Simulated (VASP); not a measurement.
# Ni in VASP: further runs

The runs below take Ni through single point, relaxation of cell and atoms, with PBEsol.

Everything below comes from runs of VASP 6.6.1. Logs are shortened: lines on timing, memory, paths and dates and some standing lists are left out, and cuts for length are marked.

## 1. The cell of the first run

It takes space group I4/mmm (No. 139, tetragonal). The conventional cell has a = 2.455 Å, b = 2.455 Å, c = 3.429 Å, α = 90.00°, β = 90.00°, γ = 90.00°. Within 3.2 Å of Ni (site symmetry 4/mmm) lie 12 Ni at 2.44 to 2.45 Å.

## 2. Single point, PBEsol, collinear spin, ferromagnetic start (uniaxial strain along c: -1.0 %)

INCAR

```
PREC = Accurate
ENCUT = 520
EDIFF = 1E-7
ISMEAR = 0
SIGMA = 0.1
LREAL = F
LASPH = T
NELM = 150
ALGO = Normal
ISIF = 2
LWAVE = F
LCHARG = F
ISPIN = 2
MAGMOM = 0.73 0.73
LORBIT = 11
LMAXMIX = 4
GGA = PS
NBANDS = 21
```

KPOINTS

```
Automatic mesh
0
Gamma
  22 22 16
```

POSCAR

```
Ni
1.0
    1.7359036377      1.7359036377      0.0000000000
   -1.7359036377      1.7359036377      0.0000000000
    0.0000000000      0.0000000000      3.4285179078
Ni
2
Direct
    0.0000000000      0.0000000000      0.0000000000
    0.5000000000      0.5000000000      0.5000000000
```

Potentials or basis: VASP PAW PBE potentials, release 64 (Ni).

Run with:

```console
$ cat potpaw_PBE.64/Ni/POTCAR > POTCAR
$ mpirun -np 1 vasp_std > vasp.out
```

OUTCAR:

```text
PREC = Accurate
   ENCUT = 520
   EDIFF = 1E-7
   ISMEAR = 0
   LREAL = F
   LASPH = T
   NELM = 150
   ISIF = 2
   ISPIN = 2
   LORBIT = 11
   GGA = PS

 ion  position               nearest neighbor table
   1  0.000  0.000  0.000-   2 2.44   2 2.44   2 2.44   2 2.44   2 2.44   2 2.44   2 2.44   2 2.44

   2  0.500  0.500  0.500-   1 2.44   1 2.44   1 2.44   1 2.44   1 2.44   1 2.44   1 2.44   1 2.44

  LATTYP: Found a simple tetragonal cell.
 ALAT       =     2.4549384674
 C/A-ratio  =     1.3965799768

  Lattice vectors:

 A1 = (   1.7359036377,   1.7359036377,   0.0000000000)
 A2 = (  -1.7359036377,   1.7359036377,   0.0000000000)
 A3 = (   0.0000000000,   0.0000000000,   3.4285179078)

Analysis of symmetry for initial positions (statically):
=====================================================================
 Subroutine PRICEL returns following result:

  LATTYP: Found a body centered tetragonal cell.
 ALAT       =     2.4549384674
 C/A-ratio  =     1.3965799768

  Lattice vectors:

 A1 = (   0.0000000000,  -1.7359036377,  -1.7142589539)
 A2 = (   0.0000000000,   1.7359036377,  -1.7142589539)
 A3 = (   1.7359036377,   0.0000000000,   1.7142589539)

   2 primitive cells build up your supercell.

 Routine SETGRP: Setting up the symmetry group for a
 simple tetragonal supercell.

 Subroutine GETGRP returns: Found 16 space group operations
 (whereof 16 operations were pure point group operations)
 out of a pool of 16 trial point group operations.

The static configuration has the point symmetry D_4h.

Analysis of symmetry for dynamics (positions and initial velocities):
=====================================================================
 Subroutine PRICEL returns following result:

  LATTYP: Found a body centered tetragonal cell.
 ALAT       =     2.4549384674
 C/A-ratio  =     1.3965799768

  Lattice vectors:

 A1 = (   0.0000000000,  -1.7359036377,  -1.7142589539)
 A2 = (   0.0000000000,   1.7359036377,  -1.7142589539)
 A3 = (   1.7359036377,   0.0000000000,   1.7142589539)

   2 primitive cells build up your supercell.

 Routine SETGRP: Setting up the symmetry group for a
 simple tetragonal supercell.

 Subroutine GETGRP returns: Found 16 space group operations
 (whereof 16 operations were pure point group operations)
 out of a pool of 16 trial point group operations.

The dynamic configuration has the point symmetry D_4h.

Analysis of structural, dynamic, and magnetic symmetry:
=====================================================================
 Subroutine PRICEL returns following result:

  LATTYP: Found a body centered tetragonal cell.
 ALAT       =     2.4549384674
 C/A-ratio  =     1.3965799768

  Lattice vectors:

 A1 = (   0.0000000000,  -1.7359036377,  -1.7142589539)
 A2 = (   0.0000000000,   1.7359036377,  -1.7142589539)
 A3 = (   1.7359036377,   0.0000000000,   1.7142589539)

   2 primitive cells build up your supercell.

 Routine SETGRP: Setting up the symmetry group for a
 simple tetragonal supercell.

 Subroutine GETGRP returns: Found 16 space group operations
 (whereof 16 operations were pure point group operations)
 out of a pool of 16 trial point group operations.

The overall configuration has the point symmetry D_4h.

 Subroutine INISYM returns: Found 16 space group operations
 (whereof 16 operations are pure point group operations),
 and found     2 'primitive' translations

----------------------------------------------------------------------------------------

                                     Primitive cell

  volume of cell :      10.3314

  direct lattice vectors                    reciprocal lattice vectors
     0.000000000 -1.735903638 -1.714258954     0.288034421 -0.288034421 -0.291671220
     0.000000000  1.735903638 -1.714258954     0.288034421  0.288034421 -0.291671220
     1.735903638  0.000000000  1.714258954     0.576068843  0.000000000  0.000000000

  length of vectors
     2.439681373  2.439681373  2.439681373     0.500998759  0.500998759  0.576068843

  position of ions in fractional coordinates (direct lattice)
     0.000000000  0.000000000  0.000000000

  ion indices of the primitive-cell ions
   primitive index   ion index
                 1           1

----------------------------------------------------------------------------------------

 KPOINTS: Automatic mesh

Automatic generation of k-mesh.
 Grid dimensions read from file:
 generate k-points for:   22   22   16

 Generating k-lattice:

  Cartesian coordinates                     Fractional coordinates (reciprocal lattice)
     0.013092474  0.013092474  0.000000000     0.045454545  0.000000000  0.000000000
    -0.013092474  0.013092474  0.000000000     0.000000000  0.045454545  0.000000000
     0.000000000  0.000000000  0.018229451     0.000000000  0.000000000  0.062500000

  Length of vectors
     0.018515554  0.018515554  0.018229451

  Shift w.r.t. Gamma in fractional coordinates (k-lattice)
     0.000000000  0.000000000  0.000000000

 Subroutine IBZKPT returns following result:
 ===========================================

 Found    702 irreducible k-points:

 Following reciprocal coordinates:
            Coordinates               Weight
  0.000000  0.000000  0.000000      1.000000
  0.045455  0.000000  0.000000      4.000000
  0.090909  0.000000  0.000000      4.000000
  0.136364  0.000000  0.000000      4.000000
  0.181818  0.000000  0.000000      4.000000
  0.227273  0.000000  0.000000      4.000000
[... 16 lines left out ...]
  0.500000  0.045455  0.000000      4.000000
  0.090909  0.090909  0.000000      4.000000
 [... further k-points ...]
   k-points           NKPTS =    702   k-points in BZ     NKDIM =    702   number of bands    NBANDS=     21
   number of dos      NEDOS =    301   number of ions     NIONS =      2
   total plane-waves  NPLWV =   9072
   dimension x,y,z NGX =    18 NGY =   18 NGZ =   28
   dimension x,y,z NGXF=    36 NGYF=   36 NGZF=   56
   ions per type =               2
   NGX,Y,Z   is equivalent  to a cutoff of  12.19, 12.19, 13.58 a.u.
   NGXF,Y,Z  is equivalent  to a cutoff of  24.38, 24.38, 27.15 a.u.
 SYSTEM =  unknown system
   PREC   = accura    normal or accurate (medium, high low for compatibility)
   ISTART =      0    job   : 0-new  1-cont  2-samecut
   ICHARG =      2    charge: 1-file 2-atom 10-const
   ISPIN  =      2    spin polarized calculation?
   LNONCOLLINEAR =      F non collinear calculations
   LSORBIT =      F    spin-orbit coupling
   LASPH  =      T    aspherical Exc in radial PAW
   ENCUT  =  520.0 eV  38.22 Ry    6.18 a.u.   4.56  4.56  6.37*2*pi/ulx,y,z
   NELM   =    150;   NELMIN=  2; NELMDL= -5     # of ELM steps
   EDIFF  = 0.1E-06   stopping-criterion for ELM
   LREAL  =      F    real-space projection
   EDIFFG = 0.1E-05   stopping-criterion for IOM
   NSW    =      0    number of steps for IOM
   IBRION =     -1    ionic relax: 0-MD 1-quasi-New 2-CG
   NFREE  =      0    steps in history (QN), initial steepest desc. (CG)
   ISIF   =      2    stress and relaxation
   ISYM   =      2    0-nonsym 1-usesym 2-fastsym
   POTIM  = 0.5000    time-step for ionic-motion
   TEBEG  =    0.0;   TEEND  =   0.0 temperature during run
   PSTRESS=    0.0 pullay stress
   NELECT =      20.0000    total number of electrons
   NUPDOWN=      -1.0000    fix difference up-down
   EMIN   =  10.00;   EMAX   =-10.00  energy-range for DOS
   EFERMI =   0.00;   METHOD = LEGACY
   ISMEAR =     0;   SIGMA  =   0.10  broadening in eV -4-tet -1-fermi 0-gaus
   EFERMI_NEDOS =   21; number of points for ismear=-14 and -15
   IALGO  =     38    algorithm
   IMIX   =      4    mixing-type and parameters
     AMIX     =   0.40;   BMIX     =  1.00
     AMIX_MAG =   1.60;   BMIX_MAG =  1.00
  volume/ion in A,a.u.               =      10.33        69.72
  Fermi-wavevector in a.u.,A,eV,Ry     =   1.619406  3.060233 35.680928  2.622474
  Thomas-Fermi vector in A             =   2.713512
   LORBIT       =     11    0 simple, 1 ext, 2 COOP (PROOUT), +10 PAW based schemes
   GGA     = PS    functional components
   LHFCALC =     F    Hartree Fock is set to
   AEXX    =    0.0000 exact exchange contribution
   IVDW    =     0    specifies the selected vdW correction
   LEPSILON=     F    determine dielectric tensor
   LRPA    =     F    only Hartree local field effects (RPA)
 spin polarized calculation
 Gauss-broadening in eV      SIGMA  =   0.10
  energy-cutoff  :      520.00
  volume of cell :       20.66
 maximum number of plane-waves:       586
   NGX =  9   NGY =  9   NGZ = 13

 number of electron      20.0000027 magnetization       1.2359831

 Free energy of the ion-electron system (eV)
  ---------------------------------------------------
  ext. energy  EPLUGINS =         0.00000000
  ---------------------------------------------------
  free energy    TOTEN  =       -12.27775916 eV

  energy without entropy =      -12.26087349  energy(sigma->0) =      -12.26931633

 E-fermi :   9.9392     XC(G=0): -13.7453

 val. band max:        9.9389576278   @ k =   0.4091   0.3182   0.3125
 cond. band min:       9.9392635563   @ k =   0.4545   0.4091   0.0625
 fundamental gap:      0.0003059284
 Fermi energy:         9.9391806440

 spin component 1

 k-point     1 :       0.0000    0.0000    0.0000
  band No.  band energies     occupation
      1       0.5112      1.00000
      2       4.9628      1.00000
      3       5.4515      1.00000
      4       7.3524      1.00000
      5       7.3524      1.00000
      6       7.4318      1.00000
[... 550 lines left out ...]
      5       7.4862      1.00000
      6       7.5567      1.00000
[... 13 lines left out ...]
     20      36.2055      0.00000
     21      36.4685      0.00000

 [... further k-points ...]

 spin component 2

 k-point     1 :       0.0000    0.0000    0.0000
  band No.  band energies     occupation
      1       0.5037      1.00000
      2       5.3212      1.00000
      3       6.0334      1.00000
      4       8.0647      1.00000
      5       8.0647      1.00000
      6       8.1479      1.00000
[... 550 lines left out ...]
      5       8.2028      1.00000
      6       8.2768      1.00000
[... 13 lines left out ...]
     20      36.3432      0.00000
     21      36.4366      0.00000

 [... further k-points ...]

------------------------ aborting loop because EDIFF is reached ----------------------------------------

  FORCE on cell =-STRESS in cart. coord.  units (eV):
  Direction    XX          YY          ZZ          XY          YZ          ZX
  --------------------------------------------------------------------------------------
  -------------------------------------------------------------------------------------
  Total        0.0767964      0.0767964      0.2664266      0.0000000      0.0000000     -0.0000000
  in kB        5.9547509      5.9547509     20.6585855      0.0000000      0.0000000     -0.0000000
  external PRESSURE =      10.8560291 kB  Pullay stress =       0.0000000 kB

 VOLUME and BASIS-vectors are now :
 -----------------------------------------------------------------------------
  energy-cutoff  :      520.00
  volume of cell :       20.66
      direct lattice vectors                 reciprocal lattice vectors
     1.735903638  1.735903638  0.000000000     0.288034421  0.288034421  0.000000000
    -1.735903638  1.735903638  0.000000000    -0.288034421  0.288034421  0.000000000
     0.000000000  0.000000000  3.428517908     0.000000000  0.000000000  0.291671220

 POSITION                                       TOTAL-FORCE (eV/Angst)
 -----------------------------------------------------------------------------------
      0.00000      0.00000      0.00000        -0.000000      0.000000      0.000000
      0.00000      1.73590      1.71426         0.000000     -0.000000      0.000000
 -----------------------------------------------------------------------------------
    total drift:                                0.000000     -0.000000     -0.000000

  FREE ENERGIE OF THE ION-ELECTRON SYSTEM (eV)
  ---------------------------------------------------
  free  energy   TOTEN  =       -12.2777591565 eV

  energy  without entropy=      -12.2608734941  energy(sigma->0) =      -12.26931633

 total charge

# of ion       s       p       d       tot
------------------------------------------
    1        0.523   0.551   8.336   9.411
    2        0.523   0.551   8.336   9.411
--------------------------------------------------
tot          1.047   1.102  16.673  18.821

 magnetization (x)

# of ion       s       p       d       tot
------------------------------------------
    1       -0.006  -0.024   0.653   0.623
    2       -0.006  -0.024   0.653   0.623
--------------------------------------------------
tot         -0.012  -0.048   1.306   1.246
```

Wall time 14 min (1 thread of Intel Xeon 8259CL, shared host); peak memory 0.49 GiB.

What came out:

```yaml
Free_energy: -12.2778 eV
Pressure: 1.1 GPa
Net_moment: 1.24 μB per cell
Site_moments: Ni +0.62 μB
Valence_electrons_inside_the_program's_atomic_spheres: Ni 9.41
```

Caveat: the cell differs from its parent crystal (uniaxial strain along c: -1.0 %); the PAW data sets were made with another functional, which shifts forces and pressure a little.

## 3. Single point, PBEsol, collinear spin, ferromagnetic start

This run uses another cell than the first one: it holds 1 atom, not 2.

INCAR

```
SYSTEM = Ni
PREC = Accurate
ENCUT = 600
EDIFF = 1E-6
ISMEAR = 0
SIGMA = 0.1
LREAL = .FALSE.
LASPH = .TRUE.
NELM = 200
ALGO = Normal
ISIF = 2
LWAVE = .FALSE.
LCHARG = .FALSE.
ISPIN = 2
MAGMOM = 2
LORBIT = 11
LMAXMIX = 4
GGA = PS
NBANDS = 15
GGA_COMPAT = .FALSE.
```

KPOINTS

```
regular mesh
0
G
  8 8 8
  0 0 0
```

POSCAR

```
Ni
1.0
    0.0000000000      1.7679500000      1.7679500000
    1.7679500000      0.0000000000      1.7679500000
    1.7679500000      1.7679500000      0.0000000000
Ni
1
Direct
    0.0000000000      0.0000000000      0.0000000000
```

Potentials or basis: VASP PAW PBE potentials, release 64 (Ni).

Run with:

```console
$ cat potpaw_PBE.64/Ni/POTCAR > POTCAR
$ mpirun -np 1 vasp_std > vasp.out
```

Wall time 18 s (1 thread of Intel Xeon 8259CL, shared host); peak memory 0.13 GiB.

The run converged. Its results:

- Free energy: -6.1123 eV
- Pressure: -12.1 GPa
- Net moment: 0.70 μB per cell
- Site moments: Ni +0.71 μB
- Valence electrons inside the program's atomic spheres: Ni 9.28

Levels at points of the mesh, in eV from the Fermi level:
Spin up:
```tsv
k point	band 1	band 2	band 3	band 4	band 5	band 6	band 7	band 8	band 9	band 10
(0.00, 0.00, 0.00)	-8.95	-2.44	-2.44	-2.44	-1.30	-1.30	23.57	27.28	27.28	27.28
(0.50, 0.00, 0.00)	-4.80	-2.42	-2.42	-0.65	-0.65	-0.31	5.50	22.07	24.33	24.33
(0.50, 0.50, 0.00)	-4.60	-4.16	-0.60	-0.52	-0.52	2.39	9.03	14.62	14.62	19.48
```
Spin down:
```
           k point  band 2  band 3  band 4  band 5  band 6  band 7  band 8  band 9
(0.00, 0.00, 0.00)   -1.64   -1.64   -1.64   -0.61   -0.61   23.46   27.30   27.30
(0.50, 0.00, 0.00)   -1.73   -1.73   -0.33    0.17    0.17    5.97   21.97   24.45
(0.50, 0.50, 0.00)   -3.50    0.11    0.38    0.38    2.39    9.33   14.66   14.66
```

Caveat: the k points lie up to 0.38 Å⁻¹ apart; the PAW data sets were made with another functional, which shifts forces and pressure a little.

[end of part 1 of 2]
